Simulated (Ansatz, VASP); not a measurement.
**One calculation of TaRu, two programs**

Contents of INCAR:

```
SYSTEM = TaRu
PREC = Accurate ; ENCUT = 520
EDIFF = 1E-6 ; ISMEAR = -1
SIGMA = 0.05 ; LREAL = .FALSE.
LASPH = .TRUE. ; NELM = 60
ALGO = Normal ; ISIF = 2
LWAVE = .FALSE. ; LCHARG = .TRUE.
GGA = CA ; LELF = .TRUE.
LVHAR = .TRUE. ; NBANDS = 20
```

Contents of KPOINTS:

```
Automatic mesh
0
G
  11 11 10
  0 0 0
```

POSCAR

```
TaRu
1.0
    3.0224700000      0.0000000000      0.0000000000
    0.0000000000      3.0224700000      0.0000000000
    0.0000000000      0.0000000000      3.3890000000
Ta Ru
1 1
Direct
    0.5000000000      0.5000000000      0.5000000000
    0.0000000000      0.0000000000      0.0000000000
```

Input for Ansatz:

```yaml
crystal:
  lattice:
    - [3.02247, 0.0, 0.0]
    - [0.0, 3.02247, 0.0]
    - [0.0, 0.0, 3.389]
  atoms:
    - { symbol: Ta, position: [0.5, 0.5, 0.5] }
    - { symbol: Ru, position: [0.0, 0.0, 0.0] }
kpoints:
  mp_grid: { grid: [11, 11, 10] }
  band_path:
    path:
      - [0.0, 0.0, 0.0]
      - [0.0, 0.5, 0.0]
      - [0.5, 0.5, 0.0]
      - [0.0, 0.0, 0.0]
      - [0.0, 0.0, 0.5]
      - [0.0, 0.5, 0.5]
      - [0.5, 0.5, 0.5]
      - [0.0, 0.0, 0.5]
      - [0.0, 0.5, 0.0]
    npoints: 5
scf:
  occupations: { method: fermi_dirac, width: 0.05 }
hamiltonian:
  xc: lda
  pseudopotentials: { kind: all_electron, lapw: { basis_error: 0.0005 } }
output:
  forces: true
  stress: true
  eigenvalues: true
```

Change from the starting cell: equal xx and yy strain of -1 %.

Alike in both runs: task single point; functional LDA; k mesh 11 × 11 × 10; occupations fermi-dirac, width 0.05 eV; no spin polarisation.

|  | VASP | Ansatz |
| --- | --- | --- |
| version | VASP 6.6.1 | Ansatz 0.2.0 |
| potentials or method | VASP PAW LDA potentials, release 64 (Ta_pv, Ru_pv), cutoff 520 eV | all-electron LAPW, scalar-relativistic |

Ansatz gave:

| Quantity | Value |
| --- | --- |
| pressure (GPa) | -5.2 |
| traceless stress, the component that is largest in VASP (GPa) | 0.12 |

Which values does VASP return?

Pressure (GPa): -4.3; traceless stress, the component that is largest in VASP (GPa): 0.03.

LDA's correlation is that of Perdew and Zunger in VASP and of Perdew and Wang (1992) in Ansatz. Ansatz ran all-electron here, and VASP with PAW potentials.

Neither program's run includes spin-orbit coupling.
